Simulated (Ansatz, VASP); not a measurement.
## InP in VASP and in Ansatz

The input INCAR:

```
SYSTEM = InP
  PREC = Accurate
  ENCUT = 520
  EDIFF = 1E-7
  ISMEAR = 0
  SIGMA = 0.05
  LREAL = .False.
  LASPH = .True.
  NELM = 100
  ALGO = Normal
  ISIF = 2
  LWAVE = .False.
  LCHARG = .False.
  GGA = PE
  NBANDS = 16
```

KPOINTS

```
Automatic mesh
0
Gamma
  6 6 6
  0 0 0
```

File POSCAR:

```
InP
1.0
    0.0000000000      2.9109633333      2.9305000000
    2.9109633333      0.0000000000      2.9305000000
    2.9109633333      2.9109633333      0.0000000000
In P
1 1
Direct
    0.0000000000      0.0000000000      0.0000000000
    0.2500000000      0.2500000000      0.2500000000
```

Input for Ansatz:

```yaml
crystal:
  lattice:
    - [0.0, 2.910963333333333, 2.9305]
    - [2.910963333333333, 0.0, 2.9305]
    - [2.910963333333333, 2.910963333333333, 0.0]
  atoms:
    - { symbol: In, position: [0.0, 0.0, 0.0] }
    - { symbol: P, position: [0.25, 0.25, 0.25] }
basis:
  ecutwfc: 520.0
kpoints:
  mp_grid:
    grid: [6, 6, 6]
hamiltonian:
  xc: pbe
  pseudopotentials:
    kind: paw
scf:
  occupations:
    method: gaussian
    width: 0.05
output:
  stress: true
```

Alike in both runs: task single point; functional PBE; k mesh 6 × 6 × 6; occupations gaussian, width 0.05 eV; no spin polarisation.

|  | VASP | Ansatz |
| --- | --- | --- |
| version | VASP 6.6.1 | Ansatz 0.2.0 |
| potentials or method | VASP PAW PBE potentials, release 64 (In_d, P), cutoff 520 eV | plane waves, PAW |
| valence electrons in the cell | 18 | 18 |

VASP gave:

* pressure (GPa): 4.3
* traceless stress, the component that is largest in VASP (GPa): -0.18

Task: Estimate Ansatz's values.

Result: Pressure (GPa): 4.4; traceless stress, the component that is largest in VASP (GPa): -0.18.
